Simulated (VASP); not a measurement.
# HfO2 in VASP: further runs, part 2 of 2

VASP 6.6.1. The steps go on from the part before.

## 5. Single point, PBE

This run uses another cell than the first one: it holds 6 atoms, not 3.

INCAR

```
SYSTEM = HfO2
ALGO     = Normal         ! electronic algorithm
EDIFF    = 1E-6           ! SCF threshold, eV
ENCUT    = 520            ! plane-wave cutoff, eV
GGA      = PE             ! functional
ISIF     = 2              ! what is computed and relaxed
ISMEAR   = 0              ! smearing method
LASPH    = .True.         ! aspherical terms in the spheres
LCHARG   = .False.        ! write CHGCAR
LREAL    = .False.        ! projectors in reciprocal space
LWAVE    = .False.        ! write WAVECAR
NBANDS   = 31             ! bands
NELM     = 60             ! most SCF steps
PREC     = Accurate       ! precision mode
SIGMA    = 0.1            ! smearing width, eV
```

KPOINTS

```
k-points
0
Gamma
  6 6 6
  0 0 0
```

POSCAR

```
HfO2
1.0
    0.0000000000     -2.5487552940     -2.5487552940
   -2.5487552940      0.0000000000     -2.5487552940
    2.5487552940      2.5487552940     -5.0975105880
Hf O
2 4
Direct
    0.0000000000      0.0000000000      0.0000000000
    0.5000000000      0.5000000000      0.5000000000
    0.8750000000      0.8750000000      0.3750000000
    0.3750000000      0.3750000000      0.8750000000
    0.6250000000      0.6250000000      0.1250000000
    0.1250000000      0.1250000000      0.6250000000
```

Potentials or basis: VASP PAW PBE potentials, release 64 (Hf_pv, O).

Started as:

```sh
cat potpaw_PBE.64/Hf_pv/POTCAR potpaw_PBE.64/O/POTCAR > POTCAR
mpirun -np 1 vasp_std > vasp.out
```

OUTCAR:

```text
SYSTEM = HfO2
   EDIFF = 1E-6
   ENCUT = 520
   GGA = PE
   ISIF = 2
   ISMEAR = 0
   LASPH = .True.
   LREAL = .False.
   NELM = 60
   PREC = Accurate

 ion  position               nearest neighbor table
   1  0.000  0.000  0.000-   5 2.21   5 2.21   4 2.21   4 2.21   5 2.21   6 2.21   3 2.21   4 2.21
                             2 3.60   2 3.60   2 3.60   2 3.60   2 3.60   2 3.60
   2  0.500  0.500  0.500-   6 2.21   6 2.21   3 2.21   3 2.21   5 2.21   6 2.21   3 2.21   4 2.21
                             1 3.60   1 3.60   1 3.60   1 3.60   1 3.60   1 3.60
   3  0.875  0.875  0.375-   2 2.21   2 2.21   1 2.21   2 2.21
   4  0.375  0.375  0.875-   1 2.21   1 2.21   1 2.21   2 2.21
[... 1040 lines left out ...]
  Total       -1.4978121     -1.4978121     -1.4978121     -0.0000122      0.0000122      0.0000122
  in kB      -36.2346016    -36.2346016    -36.2346016     -0.0002952      0.0002952      0.0002952
  external PRESSURE =     -36.2346016 kB  Pullay stress =       0.0000000 kB

 VOLUME and BASIS-vectors are now :
 -----------------------------------------------------------------------------
  energy-cutoff  :      520.00
  volume of cell :       66.23
      direct lattice vectors                 reciprocal lattice vectors
     0.000000000 -2.548755294 -2.548755294     0.098087094 -0.294261282 -0.098087094
    -2.548755294  0.000000000 -2.548755294    -0.294261282  0.098087094 -0.098087094
     2.548755294  2.548755294 -5.097510588     0.098087094  0.098087094 -0.098087094

 POSITION                                       TOTAL-FORCE (eV/Angst)
 -----------------------------------------------------------------------------------
      0.00000      0.00000      0.00000         0.000000     -0.000000     -0.000000
      0.00000      0.00000     -5.09751        -0.000000     -0.000000     -0.000000
     -1.27438     -1.27438     -6.37189        -0.000005     -0.000005      0.000005
      1.27438      1.27438     -6.37189        -0.000005     -0.000005      0.000005
     -1.27438     -1.27438     -3.82313         0.000005      0.000005     -0.000005
      1.27438      1.27438     -3.82313         0.000005      0.000005     -0.000005
 -----------------------------------------------------------------------------------
    total drift:                                0.000000     -0.000000     -0.000000

  FREE ENERGIE OF THE ION-ELECTRON SYSTEM (eV)
  ---------------------------------------------------
  free  energy   TOTEN  =       -60.4867128129 eV

  energy  without entropy=      -60.4867128129  energy(sigma->0) =      -60.48671281
```

OSZICAR:

```text
N       E                     dE             d eps       ncg     rms          rms(c)
DAV:   1     0.243454218820E+03    0.24345E+03   -0.25010E+04  1984   0.141E+03
DAV:   2    -0.585733542476E+02   -0.30203E+03   -0.29077E+03  2581   0.358E+02
DAV:   3    -0.719769330064E+02   -0.13404E+02   -0.13355E+02  2433   0.673E+01
DAV:   4    -0.721029304113E+02   -0.12600E+00   -0.12594E+00  2575   0.730E+00
DAV:   5    -0.721041029989E+02   -0.11726E-02   -0.11725E-02  2491   0.647E-01    0.654E+01
DAV:   6    -0.607288526091E+02    0.11375E+02   -0.48137E+01  2289   0.374E+01    0.573E+01
DAV:   7    -0.605433764999E+02    0.18548E+00   -0.20418E+00  2517   0.887E+00    0.385E+01
DAV:   8    -0.605242519141E+02    0.19125E-01   -0.46444E-01  2425   0.503E+00    0.120E+01
DAV:   9    -0.604866350594E+02    0.37617E-01   -0.13268E-01  2313   0.235E+00    0.332E+00
DAV:  10    -0.604865567634E+02    0.78296E-04   -0.57210E-03  2603   0.513E-01    0.107E-01
DAV:  11    -0.604866672435E+02   -0.11048E-03   -0.38639E-04  2526   0.120E-01    0.174E-01
DAV:  12    -0.604867080423E+02   -0.40799E-04   -0.64284E-05  2561   0.416E-02    0.994E-02
DAV:  13    -0.604867120984E+02   -0.40561E-05   -0.48095E-06  2369   0.128E-02    0.145E-02
DAV:  14    -0.604867128129E+02   -0.71451E-06   -0.43258E-07  1780   0.393E-03
   1 F= -.60486713E+02 E0= -.60486713E+02  d E =-.461791E-11
```

It took 83 s on 1 thread of Intel Xeon Platinum 8259CL at 2.50GHz (Skylake/Cascade Lake), shared host; peak memory 0.21 GiB.

What came out:

```yaml
Free_energy: -60.4867 eV
Pressure: -3.6 GPa
Band_gap_on_the_k_mesh: 3.76 eV
```

Levels at points of the mesh, in eV from the valence-band top:
| k point | band 20 | band 21 | band 22 | band 23 | band 24 | band 25 |
| --- | --- | --- | --- | --- | --- | --- |
| (0.00, 0.00, 0.00) | -0.60 | -0.60 | -0.60 | 3.84 | 3.84 | 4.55 |
| (0.50, 0.00, 0.00) | -1.32 | -1.18 | -1.18 | 4.45 | 4.45 | 5.01 |
| (0.50, 0.50, 0.00) | -1.50 | -1.50 | 0.00 | 3.76 | 4.55 | 4.55 |
| (0.00, 0.00, 0.50) | -1.39 | -1.39 | -1.39 | 4.54 | 4.54 | 4.54 |

Caveat: spin-orbit coupling is left out, which moves the levels of the heavy elements. A k mesh can miss the band edges.

## 6. The runs side by side

| task | cell | k mesh | cutoff (eV) | smearing | gap on the mesh (eV) | pressure (GPa) | relaxed volume (Å³/atom) |
| --- | --- | --- | --- | --- | --- | --- | --- |
| single point | a = 3.602 Å, angles 60.1°, 3 atoms | 6 × 6 × 6 | 520 | gaussian 0.1 eV | 3.76 | -3.6 | - |
| relaxation of cell and atoms | relaxed from a = 3.604 Å, angles 60.0°, 3 atoms | 8 × 8 × 8 | 600 | gaussian 0.02 eV | 3.80 | 0.0 | 10.87 |
| relaxation of cell and atoms | relaxed from a = 3.604 Å, angles 60.0°, 3 atoms | 8 × 8 × 8 | 600 | gaussian 0.01 eV | 3.80 | 0.0 | 10.86 |
| single point | a = 3.604, b = 3.604, c = 6.243 Å, angles 73.2, 73.2, 60.0°, 6 atoms | 6 × 6 × 6 | 520 | gaussian 0.1 eV | 3.76 | -3.6 | - |

Alike in all rows: level PBE; potentials or basis VASP PAW PBE potentials, release 64 (Hf_pv, O); no spin polarisation.

Caveats: spin-orbit coupling is left out, which moves the levels of the heavy elements.

Total energies depend on the potentials used, so only differences within one code and one set of settings carry meaning.
